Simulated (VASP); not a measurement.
Here is a VASP 6.6.1 calculation.

The input INCAR:

```
SYSTEM = RbLuO2
ALGO = Normal
EDIFF = 1E-7
ENCUT = 520
GGA = PS
ISIF = 2
ISMEAR = -1
LASPH = .TRUE.
LCHARG = .TRUE.
LELF = .TRUE.
LREAL = .FALSE.
LVHAR = .TRUE.
LWAVE = .FALSE.
NBANDS = 31
NELM = 100
PREC = Accurate
SIGMA = 0.03
```

File KPOINTS:

```
k-points
0
G
  10 10 10
  0 0 0
```

POSCAR

```
RbLuO2
1.0
    1.7340008010      1.0011258292      6.3833300000
   -1.7340008010      1.0011258292      6.3833300000
    0.0000000000     -2.0022516584      6.3833300000
Rb Lu O
1 1 2
Direct
    0.0000000000      0.0000000000      0.0000000000
    0.5000000000      0.5000000000      0.5000000000
    0.2230000000      0.2230000000      0.2230000000
    0.7770000000      0.7770000000      0.7770000000
```

Potentials or basis: VASP PAW PBE potentials, release 64 (Rb_sv, Lu, O).

Command:

```bash
$ cat potpaw_PBE.64/Rb_sv/POTCAR potpaw_PBE.64/Lu/POTCAR potpaw_PBE.64/O/POTCAR > POTCAR
$ mpirun -np 1 vasp_std > vasp.out
```

Question: Estimate the largest force.

Answer: 0.309 eV/Å.

Question: What does it give for the pressure?

Answer: -2.7 GPa.

Stress tensor (GPa, compression positive):
```
-4.31  0.00  0.00
 0.00 -4.31  0.00
 0.00  0.00  0.50
```

Caveat: the cell differs from its parent crystal (equal xx and yy strain of +2 %); the PAW data sets were made with another functional, which shifts forces and pressure a little.
